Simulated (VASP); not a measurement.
Input of a VASP 6.6.1 run:

Contents of INCAR:

```
PREC     = Accurate       # precision mode
ENCUT    = 520            # plane-wave cutoff, eV
EDIFF    = 1E-6           # SCF threshold, eV
ISMEAR   = 0              # smearing method
SIGMA    = 0.05           # smearing width, eV
LREAL    = False          # projectors in reciprocal space
LASPH    = True           # aspherical terms in the spheres
NELM     = 100            # most SCF steps
ALGO     = Normal         # electronic algorithm
ISIF     = 2              # what is computed and relaxed
LWAVE    = False          # write WAVECAR
LCHARG   = False          # write CHGCAR
GGA      = PE             # functional
NBANDS   = 11             # bands
```

The input KPOINTS:

```
Automatic mesh
0
Gamma
  12 12 12
```

POSCAR

```
C
1.0
    0.0000000000      1.8439411660      1.7152340726
    1.8439411660      0.0000000000      1.7152340726
    1.8439411660      1.8439411660      0.0000000000
C
2
Direct
    0.5000000000      0.5000000000      0.5000000000
    0.7500000000      0.7500000000      0.7500000000
```

Potentials or basis: VASP PAW PBE potentials, release 64 (C).

Command:

```sh
$ cat potpaw_PBE.64/C/POTCAR > POTCAR
$ mpirun -np 1 vasp_std > vasp.out
```

**Question.** Predict the band gap on the k mesh.

**Answer.** 2.35 eV, indirect (least direct gap 4.32 eV).

**Question.** Estimate the pressure.

**Answer.** -9.2 GPa.

Stress tensor (GPa, compression positive):
```
-29.28   0.00   0.00
  0.00 -29.28   0.00
  0.00   0.00  31.10
```

 A k mesh can miss the band edges.
